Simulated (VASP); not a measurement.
# AlNi (Pm-3m) in VASP: settings compared, part 2 of 3

VASP 6.6.1. Earlier steps stand in the parts before.

## 3. Relaxation of cell and atoms, PBEsol, collinear spin, ferromagnetic start, target pressure 30 GPa, at which the enthalpy is minimised

INCAR reads:

```
SYSTEM = AlNi
  PREC = Accurate
  ENCUT = 600
  EDIFF = 1E-6
  ISMEAR = -1
  SIGMA = 0.05
  LREAL = .FALSE.
  LASPH = .TRUE.
  NELM = 150
  ALGO = Normal
  ISIF = 3
  LWAVE = .FALSE.
  LCHARG = .FALSE.
  ISPIN = 2
  MAGMOM = 1 0
  LORBIT = 11
  LMAXMIX = 4
  GGA = PS
  IBRION = 2
  NSW = 80
  EDIFFG = -0.005
  PSTRESS = 300.0
```

KPOINTS reads:

```
regular mesh
0
G
  9 9 9
  0 0 0
```

POSCAR reads:

```
AlNi
1.0
    2.8810000000      0.0000000000      0.0000000000
    0.0000000000      2.8810000000      0.0000000000
    0.0000000000      0.0000000000      2.8810000000
Ni Al
1 1
Direct
    0.5000000000      0.5000000000      0.5000000000
    0.0000000000      0.0000000000      0.0000000000
```

Potentials or basis: VASP PAW PBE potentials, release 64 (Ni, Al).

Launch:

```console
$ cat potpaw_PBE.64/Ni/POTCAR potpaw_PBE.64/Al/POTCAR > POTCAR
$ mpirun -np 1 vasp_std > vasp.out
```

OUTCAR:

```text
SYSTEM = AlNi
   PREC = Accurate
   ENCUT = 600
   EDIFF = 1E-6
   ISMEAR = -1
   LREAL = .FALSE.
   LASPH = .TRUE.
   NELM = 150
   ISIF = 3
   ISPIN = 2
   LORBIT = 11
   GGA = PS
   IBRION = 2
   NSW = 80
   EDIFFG = -0.005
   PSTRESS = 300.0

 ion  position               nearest neighbor table
   1  0.500  0.500  0.500-   2 2.50   2 2.50   2 2.50   2 2.50   2 2.50   2 2.50   2 2.50   2 2.50

   2  0.000  0.000  0.000-   1 2.50   1 2.50   1 2.50   1 2.50   1 2.50   1 2.50   1 2.50   1 2.50

  LATTYP: Found a simple cubic cell.
 ALAT       =     2.8810000000

  Lattice vectors:

 A1 = (   2.8810000000,   0.0000000000,   0.0000000000)
 A2 = (   0.0000000000,   2.8810000000,   0.0000000000)
 A3 = (   0.0000000000,   0.0000000000,   2.8810000000)

Analysis of symmetry for initial positions (statically):
=====================================================================
 Subroutine PRICEL returns:
 Original cell was already a primitive cell.

 Routine SETGRP: Setting up the symmetry group for a
 simple cubic supercell.

 Subroutine GETGRP returns: Found 48 space group operations
 (whereof 48 operations were pure point group operations)
 out of a pool of 48 trial point group operations.

The static configuration has the point symmetry O_h .

Analysis of symmetry for dynamics (positions and initial velocities):
=====================================================================
 Subroutine PRICEL returns:
 Original cell was already a primitive cell.

 Routine SETGRP: Setting up the symmetry group for a
 simple cubic supercell.

 Subroutine GETGRP returns: Found 48 space group operations
 (whereof 48 operations were pure point group operations)
 out of a pool of 48 trial point group operations.

The dynamic configuration has the point symmetry O_h .

Analysis of structural, dynamic, and magnetic symmetry:
=====================================================================
 Subroutine PRICEL returns:
 Original cell was already a primitive cell.

 Routine SETGRP: Setting up the symmetry group for a
 simple cubic supercell.

 Subroutine GETGRP returns: Found 48 space group operations
[... 126 lines left out ...]
  Thomas-Fermi vector in A             =   2.464773
   LORBIT       =     11    0 simple, 1 ext, 2 COOP (PROOUT), +10 PAW based schemes
   GGA     = PS    functional components
   LHFCALC =     F    Hartree Fock is set to
   AEXX    =    0.0000 exact exchange contribution
   IVDW    =     0    specifies the selected vdW correction
   LEPSILON=     F    determine dielectric tensor
   LRPA    =     F    only Hartree local field effects (RPA)
 conjugate gradient relaxation of ions
 spin polarized calculation
  energy-cutoff  :      600.00
  volume of cell :       23.91
 maximum number of plane-waves:       812
 NGX is ok and might be reduce to    24
   NGX = 11   NGY = 11   NGZ = 11

--------------------------------------- Ionic step        1  -------------------------------------------

 number of electron      13.0000015 magnetization       0.0016800

 number of electron      13.0000015 magnetization      -0.0001101

 Free energy of the ion-electron system (eV)
  ---------------------------------------------------
  ext. energy  EPLUGINS =         0.00000000
  ---------------------------------------------------
  free energy    TOTEN  =       -11.58118238 eV

  energy without entropy =      -11.57460869  energy(sigma->0) =      -11.57789553

 E-fermi :   9.8977     XC(G=0): -12.1667

 val. band max:        9.8374019529   @ k =   0.3333   0.3333   0.0000
 cond. band min:       9.9449405184   @ k =   0.3333   0.1111   0.1111
 fundamental gap:      0.1075385655
 Fermi energy:         9.8977019342

 spin component 1

 k-point     1 :       0.0000    0.0000    0.0000
  band No.  band energies     occupation
      1      -1.2339      1.00000
      2       6.6486      1.00000
      3       6.6486      1.00000
      4       8.3418      1.00000
      5       8.3418      1.00000
      6       8.3418      1.00000
      7      15.3934      0.00000
      8      15.3934      0.00000
      9      15.3934      0.00000
     10      18.0394      0.00000
     11      18.0394      0.00000
[... 901 lines left out ...]
 number of electron      13.0000012 magnetization      -0.0000003

 number of electron      13.0000012 magnetization       0.0000002

 Free energy of the ion-electron system (eV)
  ---------------------------------------------------
  ext. energy  EPLUGINS =         0.00000000
  ---------------------------------------------------
  free energy    TOTEN  =       -11.34681212 eV

  energy without entropy =      -11.34131763  energy(sigma->0) =      -11.34406487

 E-fermi :  12.0840     XC(G=0): -12.9170

 val. band max:       12.0248826850   @ k =   0.3333   0.1111   0.0000
 cond. band min:      12.1557497210   @ k =   0.3333   0.1111   0.1111
 fundamental gap:      0.1308670360
 Fermi energy:        12.0839930841

 spin component 1

 k-point     1 :       0.0000    0.0000    0.0000
  band No.  band energies     occupation
      1      -0.2597      1.00000
      2       7.9731      1.00000
      3       7.9731      1.00000
      4      10.1283      1.00000
      5      10.1283      1.00000
      6      10.1283      1.00000
      7      18.1958      0.00000
      8      18.1958      0.00000
      9      18.1958      0.00000
     10      20.6648      0.00000
     11      20.6648      0.00000
[... 695 lines left out ...]
  energy  without entropy=      -11.3413176255  energy(sigma->0) =      -11.34406487

  enthalpy is  TOTEN    =        -7.4938624679 eV   P V=        3.8529496503

 reached required accuracy - stopping structural energy minimisation

 total charge

# of ion       s       p       d       tot
------------------------------------------
    1        0.547   0.668   8.562   9.777
    2        0.402   0.486   0.000   0.888
--------------------------------------------------
tot          0.949   1.154   8.562  10.665

 magnetization (x)

# of ion       s       p       d       tot
------------------------------------------
    1       -0.000  -0.000  -0.000  -0.000
    2        0.000   0.000   0.000   0.000
--------------------------------------------------
tot         -0.000   0.000  -0.000  -0.000
```

OSZICAR:

```text
N       E                     dE             d eps       ncg     rms          rms(c)
DAV:   1     0.436395668065E+02    0.43640E+02   -0.64509E+03  1556   0.145E+03
DAV:   2    -0.114967106479E+02   -0.55136E+02   -0.51533E+02  1558   0.215E+02
DAV:   3    -0.131425709038E+02   -0.16459E+01   -0.16224E+01  1838   0.445E+01
[... 60 lines left out ...]
       N       E                     dE             d eps       ncg     rms          rms(c)
DAV:   1    -0.113469921641E+02    0.31895E-02   -0.22211E-03  1696   0.899E-01    0.121E-01
DAV:   2    -0.113470712158E+02   -0.79052E-04   -0.46449E-03  1756   0.122E+00    0.122E-01
DAV:   3    -0.113468168228E+02    0.25439E-03   -0.16078E-03  1756   0.730E-01    0.185E-02
DAV:   4    -0.113468121905E+02    0.46323E-05   -0.12104E-05  1633   0.387E-02    0.255E-03
DAV:   5    -0.113468121182E+02    0.72257E-07   -0.47089E-07   776   0.106E-02
   7 F= -.74938625E+01 E0= -.74911152E+01  d E =-.704276E-05  mag=    -0.0000
```

CONTCAR:

```text
AlNi
   1.00000000000000
     2.7402754536504377   -0.0000000000000000   -0.0000000000000000
    -0.0000000000000000    2.7402754536504377   -0.0000000000000000
     0.0000000000000000    0.0000000000000000    2.7402754536504377
  Ni              Al
     1     1
Direct
     0.5000000000000000    0.5000000000000000    0.5000000000000000
     0.0000000000000000    0.0000000000000000    0.0000000000000000

  0.00000000E+00  0.00000000E+00  0.00000000E+00
  0.00000000E+00  0.00000000E+00  0.00000000E+00
```

Run time: 2.9 min. Hardware: 1 thread of AMD EPYC 7R13, shared host; peak memory 0.14 GiB.

Results:

| Quantity | Value |
| --- | --- |
| Free energy | -11.3468 eV |
| Relaxed volume | 10.29 Å³/atom |
| Relaxed cell | a = 2.740 Å, b = 2.740 Å, c = 2.740 Å, α = 90.00°, β = 90.00°, γ = 90.00° |
| Space group after relaxing (to 0.05 Å) | Pm-3m (No. 221) |
| Energy change on relaxing (the enthalpy is what falls) | +117.2 meV/atom |
| Ionic steps | 7 |
| Pressure after relaxing | 30.0 GPa |
| Net moment | 0.00 μB per cell |
| Valence electrons inside the program's atomic spheres | Ni 9.78; Al 0.89 |

Step by step:
| step | energy change (eV) | largest force (eV/Å) | pressure (GPa) | volume (Å³) |
| --- | --- | --- | --- | --- |
| 1 | 0.0000 | 0.0000 | -3.20 | 23.91 |
| 2 | 2.2049 | 0.0000 | 136.93 | 16.32 |
| 3 | 0.1985 | 0.0000 | 27.27 | 20.78 |
| 4 | 0.2252 | 0.0000 | 29.31 | 20.63 |
| 5 | 0.2368 | 0.0000 | 30.18 | 20.56 |
| 6 | 0.2310 | 0.0000 | 29.74 | 20.60 |
| 7 | 0.2344 | 0.0000 | 30.00 | 20.58 |

Final structure:
```cif
data_structure
_symmetry_space_group_name_H-M 'P 1'
_symmetry_Int_Tables_number 1
_cell_length_a 2.7403
_cell_length_b 2.7403
_cell_length_c 2.7403
_cell_angle_alpha 90.000
_cell_angle_beta 90.000
_cell_angle_gamma 90.000
_cell_volume 20.58
loop_
_atom_site_label
_atom_site_type_symbol
_atom_site_fract_x
_atom_site_fract_y
_atom_site_fract_z
_atom_site_occupancy
Ni1 Ni 0.50000 0.50000 0.50000 1
Al1 Al 0.00000 0.00000 0.00000 1
```

Levels at points of the mesh, in eV from the Fermi level:
Spin up:
```
           k point  band 3  band 4  band 5  band 6  band 7  band 8  band 9  band 10
(0.00, 0.00, 0.00)   -4.11   -1.96   -1.96   -1.96    6.11    6.11    6.11     8.58
```
Spin down:
```tsv
k point	band 3	band 4	band 5	band 6	band 7	band 8	band 9	band 10
(0.00, 0.00, 0.00)	-4.11	-1.96	-1.96	-1.96	6.11	6.11	6.11	8.58
```

Caveat: the cell is relaxed towards a set pressure, so the enthalpy falls and the energy may rise; the PAW data sets were made with another functional, which shifts forces and pressure a little.

## 4. Single point, LDA, collinear spin, ferromagnetic start

This run uses another cell than the first one, of 11.24 Å³/atom, 0.940 times its volume.

INCAR reads:

```
SYSTEM = AlNi
PREC = Accurate
ENCUT = 520
EDIFF = 1E-6
ISMEAR = -1
SIGMA = 0.05
LREAL = .FALSE.
LASPH = .TRUE.
NELM = 150
ALGO = Fast
ISIF = 2
LWAVE = .FALSE.
LCHARG = .TRUE.
ISPIN = 2
MAGMOM = 1 0
LORBIT = 11
LMAXMIX = 4
GGA = CA
LELF = .TRUE.
LVHAR = .TRUE.
NBANDS = 18
```

KPOINTS reads:

```
Automatic mesh
0
G
  9 9 9
  0 0 0
```

POSCAR reads:

```
AlNi
1.0
    2.8221875792      0.0000000000      0.0000000000
    0.0000000000      2.8221875792      0.0000000000
    0.0000000000      0.0000000000      2.8221875792
Ni Al
1 1
Direct
    0.5000000000      0.5000000000      0.5000000000
    0.0000000000      0.0000000000      0.0000000000
```

Potentials or basis: VASP PAW LDA potentials, release 64 (Ni, Al).

Launch:

```console
$ cat potpaw_LDA.64/Ni/POTCAR potpaw_LDA.64/Al/POTCAR > POTCAR
$ mpirun -np 1 vasp_std > vasp.out
```

OUTCAR:

```text
SYSTEM = AlNi
   PREC = Accurate
   ENCUT = 520
   EDIFF = 1E-6
   ISMEAR = -1
   LREAL = .FALSE.
   LASPH = .TRUE.
   NELM = 150
   ISIF = 2
   ISPIN = 2
   LORBIT = 11
   GGA = CA

 ion  position               nearest neighbor table
   1  0.500  0.500  0.500-   2 2.44   2 2.44   2 2.44   2 2.44   2 2.44   2 2.44   2 2.44   2 2.44

   2  0.000  0.000  0.000-   1 2.44   1 2.44   1 2.44   1 2.44   1 2.44   1 2.44   1 2.44   1 2.44

  LATTYP: Found a simple cubic cell.
 ALAT       =     2.8221875792

  Lattice vectors:

 A1 = (   2.8221875792,   0.0000000000,   0.0000000000)
 A2 = (   0.0000000000,   2.8221875792,   0.0000000000)
 A3 = (   0.0000000000,   0.0000000000,   2.8221875792)

Analysis of symmetry for initial positions (statically):
=====================================================================
 Subroutine PRICEL returns:
 Original cell was already a primitive cell.

 Routine SETGRP: Setting up the symmetry group for a
 simple cubic supercell.

 Subroutine GETGRP returns: Found 48 space group operations
 (whereof 48 operations were pure point group operations)
 out of a pool of 48 trial point group operations.

The static configuration has the point symmetry O_h .

Analysis of symmetry for dynamics (positions and initial velocities):
=====================================================================
 Subroutine PRICEL returns:
 Original cell was already a primitive cell.

 Routine SETGRP: Setting up the symmetry group for a
 simple cubic supercell.

 Subroutine GETGRP returns: Found 48 space group operations
 (whereof 48 operations were pure point group operations)
 out of a pool of 48 trial point group operations.

The dynamic configuration has the point symmetry O_h .

Analysis of structural, dynamic, and magnetic symmetry:
=====================================================================
 Subroutine PRICEL returns:
 Original cell was already a primitive cell.

 Routine SETGRP: Setting up the symmetry group for a
 simple cubic supercell.

 Subroutine GETGRP returns: Found 48 space group operations
 (whereof 48 operations were pure point group operations)
 out of a pool of 48 trial point group operations.

The overall configuration has the point symmetry O_h .

 Subroutine INISYM returns: Found 48 space group operations
 (whereof 48 operations are pure point group operations),
 and found     1 'primitive' translations

----------------------------------------------------------------------------------------

                                     Primitive cell

  volume of cell :      22.4780

  direct lattice vectors                    reciprocal lattice vectors
     2.822187579  0.000000000  0.000000000     0.354335058  0.000000000  0.000000000
     0.000000000  2.822187579  0.000000000     0.000000000  0.354335058  0.000000000
     0.000000000  0.000000000  2.822187579     0.000000000  0.000000000  0.354335058

  length of vectors
     2.822187579  2.822187579  2.822187579     0.354335058  0.354335058  0.354335058

  position of ions in fractional coordinates (direct lattice)
     0.500000000  0.500000000  0.500000000
     0.000000000  0.000000000  0.000000000

  ion indices of the primitive-cell ions
   primitive index   ion index
                 1           1
                 2           2

[... 62 lines left out ...]
   PREC   = accura    normal or accurate (medium, high low for compatibility)
   ISTART =      0    job   : 0-new  1-cont  2-samecut
   ICHARG =      2    charge: 1-file 2-atom 10-const
   ISPIN  =      2    spin polarized calculation?
   LNONCOLLINEAR =      F non collinear calculations
   LSORBIT =      F    spin-orbit coupling
   LASPH  =      T    aspherical Exc in radial PAW
   ENCUT  =  520.0 eV  38.22 Ry    6.18 a.u.   5.25  5.25  5.25*2*pi/ulx,y,z
   NELM   =    150;   NELMIN=  2; NELMDL= -5     # of ELM steps
   EDIFF  = 0.1E-05   stopping-criterion for ELM
   LREAL  =      F    real-space projection
   EDIFFG = 0.1E-04   stopping-criterion for IOM
   NSW    =      0    number of steps for IOM
   IBRION =     -1    ionic relax: 0-MD 1-quasi-New 2-CG
   NFREE  =      0    steps in history (QN), initial steepest desc. (CG)
   ISIF   =      2    stress and relaxation
   ISYM   =      2    0-nonsym 1-usesym 2-fastsym
   POTIM  = 0.5000    time-step for ionic-motion
   TEBEG  =    0.0;   TEEND  =   0.0 temperature during run
   PSTRESS=    0.0 pullay stress
   NELECT =      13.0000    total number of electrons
   NUPDOWN=      -1.0000    fix difference up-down
   EMIN   =  10.00;   EMAX   =-10.00  energy-range for DOS
   EFERMI =   0.00;   METHOD = LEGACY
   ISMEAR =    -1;   SIGMA  =   0.05  broadening in eV -4-tet -1-fermi 0-gaus
   EFERMI_NEDOS =   21; number of points for ismear=-14 and -15
   IALGO  =     68    algorithm
   IMIX   =      4    mixing-type and parameters
     AMIX     =   0.40;   BMIX     =  1.00
     AMIX_MAG =   1.60;   BMIX_MAG =  1.00
  volume/ion in A,a.u.               =      11.24        75.84
  Fermi-wavevector in a.u.,A,eV,Ry     =   1.363966  2.577521 25.312307  1.860402
  Thomas-Fermi vector in A             =   2.490323
   LORBIT       =     11    0 simple, 1 ext, 2 COOP (PROOUT), +10 PAW based schemes
   GGA     = CA    functional components
   LHFCALC =     F    Hartree Fock is set to
   AEXX    =    0.0000 exact exchange contribution
   IVDW    =     0    specifies the selected vdW correction
   LEPSILON=     F    determine dielectric tensor
   LRPA    =     F    only Hartree local field effects (RPA)
 spin polarized calculation
 RMM-DIIS sequential band-by-band and
  energy-cutoff  :      520.00
  volume of cell :       22.48
 maximum number of plane-waves:       619
 NGX is ok and might be reduce to    24
   NGX = 11   NGY = 11   NGZ = 11

 number of electron      12.9999990 magnetization       0.0021554

 number of electron      12.9999990 magnetization      -0.0003548

 Free energy of the ion-electron system (eV)
  ---------------------------------------------------
  ext. energy  EPLUGINS =         0.00000000
  ---------------------------------------------------
  free energy    TOTEN  =       -12.19371779 eV

  energy without entropy =      -12.18777669  energy(sigma->0) =      -12.19074724

 E-fermi :  10.6086     XC(G=0): -12.6052

 val. band max:       10.5409563463   @ k =   0.3333   0.1111   0.0000
 cond. band min:      10.6646513152   @ k =   0.3333   0.1111   0.1111
 fundamental gap:      0.1236949689
 Fermi energy:        10.6086457180

 spin component 1

 k-point     1 :       0.0000    0.0000    0.0000
  band No.  band energies     occupation
      1      -0.9500      1.00000
      2       7.0254      1.00000
      3       7.0254      1.00000
      4       8.8828      1.00000
      5       8.8828      1.00000
      6       8.8828      1.00000
[... 493 lines left out ...]
     17      33.8748      0.00000
     18      37.9941      0.00000

 [... further k-points ...]

 spin component 2

 k-point     1 :       0.0000    0.0000    0.0000
  band No.  band energies     occupation
      1      -0.9500      1.00000
      2       7.0251      1.00000
      3       7.0251      1.00000
      4       8.8826      1.00000
      5       8.8826      1.00000
      6       8.8826      1.00000
[... 493 lines left out ...]
     17      33.8748      0.00000
     18      37.9981      0.00000

 [... further k-points ...]
[... 5 lines left out ...]
  --------------------------------------------------------------------------------------
  -------------------------------------------------------------------------------------
  Total        0.3117423      0.3117423      0.3117423      0.0000000      0.0000000      0.0000000
  in kB       22.2202347     22.2202347     22.2202347      0.0000000      0.0000000      0.0000000
  external PRESSURE =      22.2202347 kB  Pullay stress =       0.0000000 kB

 VOLUME and BASIS-vectors are now :
 -----------------------------------------------------------------------------
  energy-cutoff  :      520.00
  volume of cell :       22.48
      direct lattice vectors                 reciprocal lattice vectors
     2.822187579  0.000000000  0.000000000     0.354335058  0.000000000  0.000000000
     0.000000000  2.822187579  0.000000000     0.000000000  0.354335058  0.000000000
     0.000000000  0.000000000  2.822187579     0.000000000  0.000000000  0.354335058

 POSITION                                       TOTAL-FORCE (eV/Angst)
 -----------------------------------------------------------------------------------
      1.41109      1.41109      1.41109         0.000000      0.000000      0.000000
      0.00000      0.00000      0.00000         0.000000      0.000000      0.000000
 -----------------------------------------------------------------------------------
    total drift:                                0.000000      0.000000     -0.000000

  FREE ENERGIE OF THE ION-ELECTRON SYSTEM (eV)
  ---------------------------------------------------
  free  energy   TOTEN  =       -12.1937177920 eV

  energy  without entropy=      -12.1877766877  energy(sigma->0) =      -12.19074724

 total charge

# of ion       s       p       d       tot
------------------------------------------
    1        0.507   0.574   8.522   9.603
    2        0.395   0.446   0.000   0.841
--------------------------------------------------
tot          0.902   1.020   8.522  10.444

 magnetization (x)

# of ion       s       p       d       tot
------------------------------------------
    1       -0.000   0.000  -0.000  -0.000
    2       -0.000  -0.000   0.000  -0.000
--------------------------------------------------
tot         -0.000  -0.000  -0.000  -0.000
```

Wall time 20 s (1 thread of Intel Xeon Platinum 8488C (Sapphire Rapids), shared host); peak memory 0.14 GiB.

Results:

```
Free energy                                           : -12.1937 eV
Pressure                                              : 2.2 GPa
Net moment                                            : 0.00 μB per cell
Valence electrons inside the program's atomic spheres : Ni 9.60; Al 0.84
```

[end of part 2 of 3]
